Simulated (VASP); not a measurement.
# BaZrO3 (Pm-3m) in VASP: further runs

Runs on BaZrO3. Level: r2SCAN. Tasks: single point, relaxation of cell and atoms.

Everything below comes from runs of VASP 6.6.1. Logs are shortened: lines on timing, memory, paths and dates and some standing lists are left out, and cuts for length are marked.

## (1) The cell of the first run

It takes space group Pm-3m (No. 221, cubic). Conventional cell: a = 4.205 Å, b = 4.205 Å, c = 4.205 Å, α = 90.00°, β = 90.00°, γ = 90.00°. Ba (site symmetry m-3m) has 12 O at 2.97 Å and 8 Zr at 3.64 Å within 3.9 Å. Within 2.8 Å of Zr (site symmetry m-3m) lie 6 O at 2.10 Å. Within 2.8 Å of O (site symmetry 4/mmm) lie 2 Zr at 2.10 Å.

## (2) Single point, r2SCAN

POSCAR

```
BaZrO3
1.0
    4.2050747325      0.0000000000      0.0000000000
    0.0000000000      4.2050747325      0.0000000000
    0.0000000000      0.0000000000      4.2050747325
Ba Zr O
1 1 3
Direct
    0.0000000000      0.0000000000      0.0000000000
    0.5000000000      0.5000000000      0.5000000000
    0.5000000000      0.0000000000      0.5000000000
    0.5000000000      0.5000000000      0.0000000000
    0.0000000000      0.5000000000      0.5000000000
```

INCAR.step1

```
ALGO = Normal
EDIFF = 1E-4
ENCUT = 520
GGA = PE
ISMEAR = 0
LASPH = True
LCHARG = False
LREAL = False
LWAVE = True
NBANDS = 28
NELM = 100
PREC = Accurate
SIGMA = 0.02
```

INCAR.step2

```
ALGO = Normal
EDIFF = 1E-6
ENCUT = 520
ISIF = 2
ISMEAR = 0
ISTART = 1
LASPH = True
LCHARG = False
LMIXTAU = True
LREAL = False
LWAVE = False
METAGGA = R2SCAN
NBANDS = 28
NELM = 100
PREC = Accurate
SIGMA = 0.02
```

KPOINTS

```
k-points
0
Gamma
  6 6 6
```

Potentials or basis: VASP PAW PBE potentials, release 64 (Ba_sv, Zr_sv, O).

The run is started by

```bash
> cat potpaw_PBE.64/Ba_sv/POTCAR potpaw_PBE.64/Zr_sv/POTCAR potpaw_PBE.64/O/POTCAR > POTCAR
> cp INCAR.step1 INCAR
> mpirun -np 1 vasp_std > vasp.out
> cp INCAR.step2 INCAR
> mpirun -np 1 vasp_std > vasp.out
```

OUTCAR:

```text
EDIFF = 1E-6
   ENCUT = 520
   ISIF = 2
   ISMEAR = 0
   ISTART = 1
   LASPH = True
   LREAL = False
   METAGGA = R2SCAN
   NELM = 100
   PREC = Accurate

 ion  position               nearest neighbor table
   1  0.000  0.000  0.000-   3 2.97   4 2.97   5 2.97   3 2.97   5 2.97   4 2.97   5 2.97   5 2.97
                             3 2.97   4 2.97   3 2.97   4 2.97   2 3.64   2 3.64   2 3.64   2 3.64
   2  0.500  0.500  0.500-   3 2.10   4 2.10   5 2.10   4 2.10   3 2.10   5 2.10   1 3.64   1 3.64
                             1 3.64   1 3.64   1 3.64   1 3.64   1 3.64   1 3.64
   3  0.500  0.000  0.500-   2 2.10   2 2.10   1 2.97   1 2.97   1 2.97   1 2.97
   4  0.500  0.500  0.000-   2 2.10   2 2.10   1 2.97   1 2.97   1 2.97   1 2.97
   5  0.000  0.500  0.500-   2 2.10   2 2.10   1 2.97   1 2.97   1 2.97   1 2.97

  LATTYP: Found a simple cubic cell.
 ALAT       =     4.2050747325

  Lattice vectors:

 A1 = (   4.2050747325,   0.0000000000,   0.0000000000)
 A2 = (   0.0000000000,   4.2050747325,   0.0000000000)
 A3 = (   0.0000000000,   0.0000000000,   4.2050747325)

Analysis of symmetry for initial positions (statically):
=====================================================================
 Subroutine PRICEL returns:
 Original cell was already a primitive cell.

 Routine SETGRP: Setting up the symmetry group for a
 simple cubic supercell.

 Subroutine GETGRP returns: Found 48 space group operations
 (whereof 48 operations were pure point group operations)
 out of a pool of 48 trial point group operations.

The static configuration has the point symmetry O_h .

Analysis of symmetry for dynamics (positions and initial velocities):
=====================================================================
 Subroutine PRICEL returns:
 Original cell was already a primitive cell.

 Routine SETGRP: Setting up the symmetry group for a
 simple cubic supercell.

 Subroutine GETGRP returns: Found 48 space group operations
 (whereof 48 operations were pure point group operations)
 out of a pool of 48 trial point group operations.

The dynamic configuration has the point symmetry O_h .

 Subroutine INISYM returns: Found 48 space group operations
 (whereof 48 operations are pure point group operations),
 and found     1 'primitive' translations

----------------------------------------------------------------------------------------

                                     Primitive cell

  volume of cell :      74.3569

  direct lattice vectors                    reciprocal lattice vectors
     4.205074732  0.000000000  0.000000000     0.237807902  0.000000000  0.000000000
     0.000000000  4.205074732  0.000000000     0.000000000  0.237807902  0.000000000
     0.000000000  0.000000000  4.205074732     0.000000000  0.000000000  0.237807902

  length of vectors
     4.205074732  4.205074732  4.205074732     0.237807902  0.237807902  0.237807902

  position of ions in fractional coordinates (direct lattice)
     0.000000000  0.000000000  0.000000000
     0.500000000  0.500000000  0.500000000
     0.500000000  0.000000000  0.500000000
     0.500000000  0.500000000  0.000000000
     0.000000000  0.500000000  0.500000000

  ion indices of the primitive-cell ions
   primitive index   ion index
                 1           1
                 2           2
                 3           3
                 4           4
                 5           5

----------------------------------------------------------------------------------------

 KPOINTS: k-points

Automatic generation of k-mesh.
 Grid dimensions read from file:
 generate k-points for:    6    6    6

 Generating k-lattice:

  Cartesian coordinates                     Fractional coordinates (reciprocal lattice)
     0.039634650  0.000000000  0.000000000     0.166666667  0.000000000  0.000000000
     0.000000000  0.039634650  0.000000000     0.000000000  0.166666667  0.000000000
     0.000000000  0.000000000  0.039634650     0.000000000  0.000000000  0.166666667

  Length of vectors
     0.039634650  0.039634650  0.039634650

  Shift w.r.t. Gamma in fractional coordinates (k-lattice)
     0.000000000  0.000000000  0.000000000

 Subroutine IBZKPT returns following result:
 ===========================================

 Found     20 irreducible k-points:

 Following reciprocal coordinates:
            Coordinates               Weight
  0.000000  0.000000  0.000000      1.000000
  0.166667  0.000000  0.000000      6.000000
  0.333333  0.000000  0.000000      6.000000
  0.500000  0.000000  0.000000      3.000000
  0.166667  0.166667  0.000000     12.000000
  0.333333  0.166667  0.000000     24.000000
[... 12 lines left out ...]
  0.500000  0.500000  0.333333      6.000000
  0.500000  0.500000  0.500000      1.000000
   k-points           NKPTS =     20   k-points in BZ     NKDIM =     20   number of bands    NBANDS=     28
   number of dos      NEDOS =    301   number of ions     NIONS =      5
   total plane-waves  NPLWV =  32768
   dimension x,y,z NGX =    32 NGY =   32 NGZ =   32
   dimension x,y,z NGXF=    64 NGYF=   64 NGZF=   64
   ions per type =               1   1   3
   NGX,Y,Z   is equivalent  to a cutoff of  12.65, 12.65, 12.65 a.u.
   NGXF,Y,Z  is equivalent  to a cutoff of  25.30, 25.30, 25.30 a.u.
 SYSTEM =  unknown system
   PREC   = accura    normal or accurate (medium, high low for compatibility)
   ISTART =      1    job   : 0-new  1-cont  2-samecut
   ICHARG =      0    charge: 1-file 2-atom 10-const
   ISPIN  =      1    spin polarized calculation?
   LNONCOLLINEAR =      F non collinear calculations
   LSORBIT =      F    spin-orbit coupling
   LASPH  =      T    aspherical Exc in radial PAW
   ENCUT  =  520.0 eV  38.22 Ry    6.18 a.u.   7.82  7.82  7.82*2*pi/ulx,y,z
   NELM   =    100;   NELMIN=  2; NELMDL=  0     # of ELM steps
   EDIFF  = 0.1E-05   stopping-criterion for ELM
   LREAL  =      F    real-space projection
   EDIFFG = 0.1E-04   stopping-criterion for IOM
   NSW    =      0    number of steps for IOM
   IBRION =     -1    ionic relax: 0-MD 1-quasi-New 2-CG
   NFREE  =      0    steps in history (QN), initial steepest desc. (CG)
   ISIF   =      2    stress and relaxation
   ISYM   =      2    0-nonsym 1-usesym 2-fastsym
   POTIM  = 0.5000    time-step for ionic-motion
   TEBEG  =    0.0;   TEEND  =   0.0 temperature during run
   PSTRESS=    0.0 pullay stress
   NELECT =      40.0000    total number of electrons
   NUPDOWN=      -1.0000    fix difference up-down
   EMIN   =  10.00;   EMAX   =-10.00  energy-range for DOS
   EFERMI =   0.00;   METHOD = LEGACY
   ISMEAR =     0;   SIGMA  =   0.02  broadening in eV -4-tet -1-fermi 0-gaus
   EFERMI_NEDOS =   21; number of points for ismear=-14 and -15
   IALGO  =     38    algorithm
   IMIX   =      4    mixing-type and parameters
     AMIX     =   0.40;   BMIX     =  1.00
     AMIX_MAG =   1.60;   BMIX_MAG =  1.00
  volume/ion in A,a.u.               =      14.87       100.36
  Fermi-wavevector in a.u.,A,eV,Ry     =   1.331438  2.516054 24.119435  1.772728
  Thomas-Fermi vector in A             =   2.460449
   LORBIT       =      0    0 simple, 1 ext, 2 COOP (PROOUT), +10 PAW based schemes
   METAGGA = R2SCAN    functional components
   LHFCALC =     F    Hartree Fock is set to
   AEXX    =    0.0000 exact exchange contribution
   IVDW    =     0    specifies the selected vdW correction
   LEPSILON=     F    determine dielectric tensor
   LRPA    =     F    only Hartree local field effects (RPA)
 non-spin polarized calculation
 Gauss-broadening in eV      SIGMA  =   0.02
  energy-cutoff  :      520.00
  volume of cell :       74.36
 maximum number of plane-waves:      2016
 NGX is ok and might be reduce to    32
   NGX = 15   NGY = 15   NGZ = 15

 number of electron      39.9999994 magnetization

 Free energy of the ion-electron system (eV)
  ---------------------------------------------------
  ext. energy  EPLUGINS =         0.00000000
  ---------------------------------------------------
  free energy    TOTEN  =       -85.10550159 eV

  energy without entropy =      -85.10550159  energy(sigma->0) =      -85.10550159

 E-fermi :   3.5600     XC(G=0): -11.3374

 val. band max:        3.4153563619   @ k =   0.5000   0.5000   0.5000
 cond. band min:       7.0940676758   @ k =   0.0000   0.0000   0.0000
 fundamental gap:      3.6787113139
 Fermi energy:         3.5599997373

 k-point     1 :       0.0000    0.0000    0.0000
  band No.  band energies     occupation
      1     -45.1589      2.00000
      2     -22.6129      2.00000
      3     -22.5887      2.00000
      4     -22.5887      2.00000
      5     -22.5887      2.00000
      6     -13.9106      2.00000
[... 20 lines left out ...]
     27      11.2847      0.00000
     28      11.2847      0.00000

 k-point     2 :       0.1667    0.0000    0.0000
  band No.  band energies     occupation
      1     -45.1580      2.00000
      2     -22.7491      2.00000
      3     -22.5871      2.00000
      4     -22.5871      2.00000
      5     -22.5075      2.00000
      6     -13.9142      2.00000
[... 20 lines left out ...]
     27      11.2861      0.00000
     28      12.1722      0.00000

 k-point     3 :       0.3333    0.0000    0.0000
  band No.  band energies     occupation
      1     -45.1562      2.00000
      2     -22.9080      2.00000
      3     -22.5837      2.00000
      4     -22.5837      2.00000
      5     -22.4524      2.00000
      6     -14.0103      2.00000
[... 20 lines left out ...]
     27      11.6094      0.00000
     28      11.9561      0.00000

 k-point     4 :       0.5000    0.0000    0.0000
  band No.  band energies     occupation
      1     -45.1553      2.00000
      2     -22.9775      2.00000
      3     -22.5820      2.00000
      4     -22.5820      2.00000
      5     -22.4320      2.00000
      6     -14.0646      2.00000
[... 20 lines left out ...]
     27      11.3266      0.00000
     28      12.5502      0.00000

 k-point     5 :       0.1667    0.1667    0.0000
  band No.  band energies     occupation
      1     -45.1571      2.00000
      2     -22.7686      2.00000
      3     -22.6584      2.00000
      4     -22.5854      2.00000
      5     -22.4725      2.00000
      6     -13.8641      2.00000
[... 20 lines left out ...]
     27      11.7546      0.00000
     28      12.1219      0.00000

 k-point     6 :       0.3333    0.1667    0.0000
  band No.  band energies     occupation
      1     -45.1553      2.00000
      2     -22.8862      2.00000
      3     -22.6657      2.00000
      4     -22.5821      2.00000
      5     -22.4530      2.00000
      6     -13.9023      2.00000
[... 339 lines left out ...]
      5     -22.4852      2.00000
      6     -13.1220      2.00000
[... 20 lines left out ...]
     27      12.2585      0.00000
     28      12.2585      0.00000

 k-point    18 :       0.5000    0.3333    0.3333
  band No.  band energies     occupation
      1     -45.1500      2.00000
      2     -22.8603      2.00000
      3     -22.7854      2.00000
      4     -22.7835      2.00000
      5     -22.4919      2.00000
      6     -13.0702      2.00000
[... 20 lines left out ...]
     27      12.2130      0.00000
     28      12.9033      0.00000

 k-point    19 :       0.5000    0.5000    0.3333
  band No.  band energies     occupation
      1     -45.1491      2.00000
      2     -22.8494      2.00000
      3     -22.8494      2.00000
      4     -22.7823      2.00000
      5     -22.4922      2.00000
      6     -12.9871      2.00000
[... 20 lines left out ...]
     27      12.4775      0.00000
     28      13.2164      0.00000

 k-point    20 :       0.5000    0.5000    0.5000
  band No.  band energies     occupation
      1     -45.1482      2.00000
      2     -22.8471      2.00000
      3     -22.8471      2.00000
      4     -22.8471      2.00000
      5     -22.4834      2.00000
      6     -12.7039      2.00000
[... 20 lines left out ...]
     27      13.0941      0.00000
     28      13.0941      0.00000

------------------------ aborting loop because EDIFF is reached ----------------------------------------

  FORCE on cell =-STRESS in cart. coord.  units (eV):
  Direction    XX          YY          ZZ          XY          YZ          ZX
  --------------------------------------------------------------------------------------
  -------------------------------------------------------------------------------------
  Total        0.4751404      0.4751404      0.4751404     -0.0000000      0.0000000     -0.0000000
  in kB       10.2379121     10.2379121     10.2379121     -0.0000000      0.0000000     -0.0000000
  external PRESSURE =      10.2379121 kB  Pullay stress =       0.0000000 kB

 VOLUME and BASIS-vectors are now :
 -----------------------------------------------------------------------------
  energy-cutoff  :      520.00
  volume of cell :       74.36
      direct lattice vectors                 reciprocal lattice vectors
     4.205074732  0.000000000  0.000000000     0.237807902  0.000000000  0.000000000
     0.000000000  4.205074732  0.000000000     0.000000000  0.237807902  0.000000000
     0.000000000  0.000000000  4.205074732     0.000000000  0.000000000  0.237807902

 POSITION                                       TOTAL-FORCE (eV/Angst)
 -----------------------------------------------------------------------------------
      0.00000      0.00000      0.00000         0.000000      0.000000      0.000000
      2.10254      2.10254      2.10254         0.000000      0.000000      0.000000
      2.10254      0.00000      2.10254         0.000000      0.000000      0.000000
      2.10254      2.10254      0.00000         0.000000      0.000000      0.000000
      0.00000      2.10254      2.10254         0.000000      0.000000      0.000000
 -----------------------------------------------------------------------------------
    total drift:                                0.000000     -0.000000     -0.000000

  FREE ENERGIE OF THE ION-ELECTRON SYSTEM (eV)
  ---------------------------------------------------
  free  energy   TOTEN  =       -85.1055015870 eV

  energy  without entropy=      -85.1055015870  energy(sigma->0) =      -85.10550159
```

Wall time 83 s (1 thread of AMD EPYC 9R45 (Zen 5), shared host); peak memory 0.18 GiB.

What came out:

| Item | Value |
| --- | --- |
| Free energy | -85.1055 eV |
| Pressure | 1.0 GPa |
| Band gap on the k mesh | 3.68 eV, indirect (least direct gap 3.93 eV) |

Caveat: the PAW data sets were made with another functional, which shifts forces and pressure a little; spin-orbit coupling is left out, which moves the levels of the heavy elements.

(Part 1 of 2 ends here.)
